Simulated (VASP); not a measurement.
# P (Cmce) in VASP: further runs

The runs below take P through relaxation of cell and atoms, with PBE+D3(BJ).

Program: VASP 6.6.1. These are calculated values, not measurements. Logs are shortened: lines on timing, memory, paths and dates and some standing lists are left out, and cuts for length are marked.

## (1) The cell of the first run

Symmetry: Cmce, No. 64, orthorhombic system. Conventional cell: a = 3.316 Å, b = 10.484 Å, c = 4.379 Å, α = 90.00°, β = 90.00°, γ = 90.00°. Within 2.9 Å of P (site symmetry m) lie 3 P at 2.22 to 2.24 Å.

## (2) Relaxation of cell and atoms, PBE+D3(BJ)

File INCAR:

```
PREC     = Accurate       # precision mode
ENCUT    = 600            # plane-wave cutoff, eV
EDIFF    = 1E-6           # SCF threshold, eV
ISMEAR   = -1             # smearing method
SIGMA    = 0.05           # smearing width, eV
LREAL    = False          # projectors in reciprocal space
LASPH    = True           # aspherical terms in the spheres
NELM     = 80             # most SCF steps
ALGO     = Fast           # electronic algorithm
ISIF     = 3              # what is computed and relaxed
LWAVE    = False          # write WAVECAR
LCHARG   = False          # write CHGCAR
GGA      = PE             # functional
IVDW     = 12             # dispersion correction
IBRION   = 2              # ionic algorithm
NSW      = 60             # ionic steps
EDIFFG   = -0.005         # ionic threshold
PSTRESS  = 0            
KPAR     = 2
```

File KPOINTS:

```
Automatic mesh
0
Gamma
  12 12 12
```

File POSCAR:

```
P
1.0
    1.6582000000     -5.2420000000      0.0000000000
    1.6582000000      5.2420000000      0.0000000000
    0.0000000000      0.0000000000      4.3793000000
P
4
Direct
    0.8983800000      0.1016200000      0.0806800000
    0.6016200000      0.3983800000      0.5806800000
    0.1016200000      0.8983800000      0.9193200000
    0.3983800000      0.6016200000      0.4193200000
```

Potentials or basis: VASP PAW PBE potentials, release 64 (P).

The run is started by

```bash
$ cat potpaw_PBE.64/P/POTCAR > POTCAR
$ mpirun -np 2 vasp_std > vasp.out
```

OUTCAR:

```text
PREC = Accurate
   ENCUT = 600
   EDIFF = 1E-6
   ISMEAR = -1
   LREAL = False
   LASPH = True
   NELM = 80
   ISIF = 3
   GGA = PE
   IVDW = 12
   IBRION = 2
   NSW = 60
   EDIFFG = -0.005
   PSTRESS = 0
 IVDW          = 12

 ion  position               nearest neighbor table
   1  0.898  0.102  0.081-   4 2.22   4 2.22   3 2.24
   2  0.602  0.398  0.581-   3 2.22   3 2.22   4 2.24
   3  0.102  0.898  0.919-   2 2.22   2 2.22   1 2.24
   4  0.398  0.602  0.419-   1 2.22   1 2.22   2 2.24

  LATTYP: Found a base centered orthorhombic cell.
 ALAT       =     3.3164000000
 B/A-ratio  =     3.1612591967
 C/A-ratio  =     1.3204981305

  Lattice vectors:

 A1 = (   1.6582000000,  -5.2420000000,   0.0000000000)
 A2 = (   1.6582000000,   5.2420000000,   0.0000000000)
 A3 = (   0.0000000000,   0.0000000000,   4.3793000000)

Analysis of symmetry for initial positions (statically):
=====================================================================
 Subroutine PRICEL returns:
 Original cell was already a primitive cell.

 Routine SETGRP: Setting up the symmetry group for a
 base centered orthorhombic supercell.

 Subroutine GETGRP returns: Found  8 space group operations
 (whereof  4 operations were pure point group operations)
 out of a pool of  8 trial point group operations.

The static configuration has the point symmetry C_2h.
 The point group associated with its full space group is D_2h.

Analysis of symmetry for dynamics (positions and initial velocities):
=====================================================================
 Subroutine PRICEL returns:
 Original cell was already a primitive cell.

 Routine SETGRP: Setting up the symmetry group for a
 base centered orthorhombic supercell.

 Subroutine GETGRP returns: Found  8 space group operations
 (whereof  4 operations were pure point group operations)
 out of a pool of  8 trial point group operations.

The dynamic configuration has the point symmetry C_2h.
 The point group associated with its full space group is D_2h.

 Subroutine INISYM returns: Found  8 space group operations
 (whereof  4 operations are pure point group operations),
 and found     1 'primitive' translations

----------------------------------------------------------------------------------------

                                     Primitive cell

  volume of cell :      76.1322

  direct lattice vectors                    reciprocal lattice vectors
     1.658200000 -5.242000000  0.000000000     0.301531781 -0.095383441  0.000000000
     1.658200000  5.242000000  0.000000000     0.301531781  0.095383441  0.000000000
     0.000000000  0.000000000  4.379300000     0.000000000  0.000000000  0.228346996

  length of vectors
     5.498017028  5.498017028  4.379300000     0.316258464  0.316258464  0.228346996

  position of ions in fractional coordinates (direct lattice)
     0.898380000  0.101620000  0.080680000
     0.601620000  0.398380000  0.580680000
     0.101620000  0.898380000  0.919320000
[... 108 lines left out ...]
   IVDW    =    12    specifies the selected vdW correction
   LEPSILON=     F    determine dielectric tensor
   LRPA    =     F    only Hartree local field effects (RPA)
 conjugate gradient relaxation of ions
 non-spin polarized calculation
 RMM-DIIS sequential band-by-band and
  energy-cutoff  :      600.00
  volume of cell :       76.13
 maximum number of plane-waves:      2578
 NGX is ok and might be reduce to    48
   NGX = 21   NGY = 21   NGZ = 17

--------------------------------------- Ionic step        1  -------------------------------------------

 number of electron      20.0000000 magnetization

 Free energy of the ion-electron system (eV)
  ---------------------------------------------------
  ext. energy  EPLUGINS =         0.00000000
  ---------------------------------------------------
  free energy    TOTEN  =       -21.46922880 eV

  energy without entropy =      -21.46834135  energy(sigma->0) =      -21.46878507

------------------------ aborting loop because EDIFF is reached ----------------------------------------

 Edisp (eV)   -1.46854

 E8    (eV) :    -0.5562
[... 111 lines left out ...]
  FREE ENERGIE OF THE ION-ELECTRON SYSTEM (eV)
  ---------------------------------------------------
  free  energy   TOTEN  =       -22.9464458626 eV

  energy  without entropy=      -22.9455472007  energy(sigma->0) =      -22.94599653

 E-fermi :   6.9436     XC(G=0):  -9.9927

 val. band max:        6.9061512163   @ k =  -0.4167   0.3333   0.0000
 cond. band min:       6.9437194695   @ k =   0.5000   0.1667   0.0000
 fundamental gap:      0.0375682532
 Fermi energy:         6.9435593139

 k-point     1 :       0.0000    0.0000    0.0000
  band No.  band energies     occupation
      1      -9.0747      2.00000
      2      -5.9841      2.00000
      3      -2.5692      2.00000
      4      -0.2134      2.00000
      5       1.8418      2.00000
      6       2.3352      2.00000
      7       2.9503      2.00000
      8       3.9578      2.00000
      9       4.4188      2.00000
     10       5.5143      2.00000
     11       7.6291      0.00000
     12       8.1578      0.00000
     13       8.9465      0.00000
     14      10.1352      0.00000
[... 379 lines left out ...]
      3      -3.3238      2.00000
      4       0.2547      2.00000
      5       0.9302      2.00000
      6       1.1639      2.00000
      7       2.3096      2.00000
      8       3.2755      2.00000
      9       4.6211      2.00000
     10       5.8874      2.00000
     11       7.3138      0.00122
     12       8.5524      0.00000
     13       9.7391      0.00000
     14      10.1653      0.00000

 [... further k-points ...]

[... ionic steps 4 to 9 ...]

--------------------------------------- Ionic step       10  -------------------------------------------

 number of electron      20.0000000 magnetization

------------------------ aborting loop because EDIFF is reached ----------------------------------------
[... 79 lines left out ...]
--------------------------------------- Ionic step       12  -------------------------------------------

 number of electron      20.0000000 magnetization

 Free energy of the ion-electron system (eV)
  ---------------------------------------------------
  ext. energy  EPLUGINS =         0.00000000
  ---------------------------------------------------
  free energy    TOTEN  =       -21.38132064 eV

  energy without entropy =      -21.38020191  energy(sigma->0) =      -21.38076128

 E-fermi :   7.4119     XC(G=0): -10.2496

 val. band max:        7.3808586834   @ k =   0.5000   0.1667   0.0000
 cond. band min:       7.4177705731   @ k =  -0.3333   0.3333   0.0000
 fundamental gap:      0.0369118897
 Fermi energy:         7.4119445224

 k-point     1 :       0.0000    0.0000    0.0000
  band No.  band energies     occupation
      1      -8.6379      2.00000
      2      -5.3040      2.00000
      3      -1.8029      2.00000
      4       0.0911      2.00000
      5       2.2841      2.00000
      6       3.1126      2.00000
      7       3.3047      2.00000
      8       4.5108      2.00000
      9       4.7284      2.00000
     10       5.9999      2.00000
     11       8.3779      0.00000
     12       8.6218      0.00000
     13       9.2883      0.00000
     14      10.8142      0.00000
[... 426 lines left out ...]
  FREE ENERGIE OF THE ION-ELECTRON SYSTEM (eV)
  ---------------------------------------------------
  free  energy   TOTEN  =       -22.9701824176 eV

  energy  without entropy=      -22.9690636887  energy(sigma->0) =      -22.96962305

 reached required accuracy - stopping structural energy minimisation
```

OSZICAR:

```text
N       E                     dE             d eps       ncg     rms          rms(c)
DAV:   1     0.721551680306E+02    0.72155E+02   -0.91879E+03  8428   0.136E+03
[... 94 lines left out ...]
RMM:   2    -0.213811833865E+02    0.10923E-04   -0.61082E-05  8431   0.586E-02    0.136E-02
RMM:   3    -0.213811786217E+02    0.47648E-05   -0.24575E-05  8487   0.317E-02    0.400E-03
RMM:   4    -0.213811785799E+02    0.41872E-07   -0.40896E-06  6462   0.145E-02
  11 F= -.22970182E+02 E0= -.22969622E+02  d E =-.300126E-04
       N       E                     dE             d eps       ncg     rms          rms(c)
DAV:   1    -0.213813208681E+02   -0.14225E-03   -0.29362E-05 11398   0.321E-02    0.331E-03
RMM:   2    -0.213813206400E+02    0.22805E-06   -0.11213E-06  4570   0.789E-03
  12 F= -.22970182E+02 E0= -.22969623E+02  d E =-.303786E-04
```

Run time: 11 min. Hardware: 2 MPI ranks of Intel Xeon 6975P-C (Granite Rapids), shared host; peak memory 0.49 GiB.

What came out:

- Free energy: -22.9702 eV
- Relaxed volume: 17.67 Å³/atom
- Relaxed cell: a = 5.360 Å, b = 5.360 Å, c = 4.181 Å, α = 90.00°, β = 90.00°, γ = 143.97°
- Space group after relaxing (to 0.1 Å): Cmce (No. 64)
- Energy gained by relaxing: 8.1 meV/atom
- Ionic steps: 12
- Pressure after relaxing: 0.0 GPa
- Largest force after relaxing: 0.005 eV/Å
- Band gap on the k mesh: zero (bands 10 and 11 overlap by 0.13 eV)
- Dispersion energy per atom: -0.397 eV

Forces on the atoms (eV/Å):
```
P    0.000 -0.002 -0.004
P    0.000  0.002 -0.004
P    0.000  0.002  0.004
P    0.000 -0.002  0.004
```

The path:
| step | energy change (eV) | largest force (eV/Å) | pressure (GPa) | volume (Å³) |
| --- | --- | --- | --- | --- |
| 1 | 0.0000 | 0.0754 | -1.43 | 76.13 |
| 2 | -0.0084 | 0.2297 | 0.41 | 74.27 |
| 3 | -0.0087 | 0.2037 | 0.13 | 74.54 |
| 4 | -0.0155 | 0.1091 | 0.01 | 73.91 |
| 5 | -0.0195 | 0.0923 | -0.16 | 72.93 |
| 6 | -0.0250 | 0.0676 | -0.14 | 72.35 |
| 7 | -0.0321 | 0.0194 | -0.02 | 70.83 |
| 8 | -0.0323 | 0.0255 | 0.01 | 70.57 |
| 9 | -0.0324 | 0.0122 | 0.04 | 70.62 |
| 10 | -0.0324 | 0.0079 | 0.03 | 70.61 |
| 11 | -0.0324 | 0.0039 | 0.01 | 70.66 |
| 12 | -0.0324 | 0.0046 | 0.01 | 70.67 |

Final structure:
```
P
1.0
     1.65781   -5.09710    0.00000
     1.65781    5.09710    0.00000
     0.00000    0.00000    4.18143
P
4
Cartesian
  1.6578 -4.0161 0.3053
  1.6578 -1.0810 2.3960
  1.6578 4.0161 3.8761
  1.6578 1.0810 1.7854
```

[end of part 1 of 2]
